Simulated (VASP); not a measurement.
A run of VASP 6.6.1 is set up as follows.

File INCAR:

```
SYSTEM = InSe
PREC = Accurate
ENCUT = 520
EDIFF = 1E-7
ISMEAR = 0
SIGMA = 0.05
LREAL = .False.
LASPH = .True.
NELM = 60
ALGO = Normal
ISIF = 2
LWAVE = .False.
LCHARG = .True.
GGA = PS
LELF = .True.
LVHAR = .True.
NBANDS = 27
```

File KPOINTS:

```
Automatic mesh
0
Gamma
  8 8 6
  0 0 0
```

The input POSCAR:

```
InSe
1.0
    5.8749264423     -2.0552742521     -0.0052948673
    5.8749264423      2.0552742521     -0.0052948673
   -1.6051187023      0.0000000000      4.2720903652
In Se
2 2
Direct
    0.8858026589      0.8858026589      0.0290539339
    0.1141973411      0.1141973411      0.9709460661
    0.6391594622      0.6391594622      0.6111173914
    0.3452787783      0.3452787783      0.3625132294
```

Potentials or basis: VASP PAW PBE potentials, release 64 (In_d, Se).

Run with:

```bash
$ cat potpaw_PBE.64/In_d/POTCAR potpaw_PBE.64/Se/POTCAR > POTCAR
$ mpirun -np 1 vasp_std > vasp.out
```

(1) Estimate the pressure.

(2) Estimate the largest force.

Answers

(1) -0.8 GPa.

(2) 0.813 eV/Å.

Caveat: the cell differs from its parent crystal (atom 3 (Se) moved -0.180 Å towards its neighbour atom 1 (In) at 2.673 Å); the PAW data sets were made with another functional, which shifts forces and pressure a little.
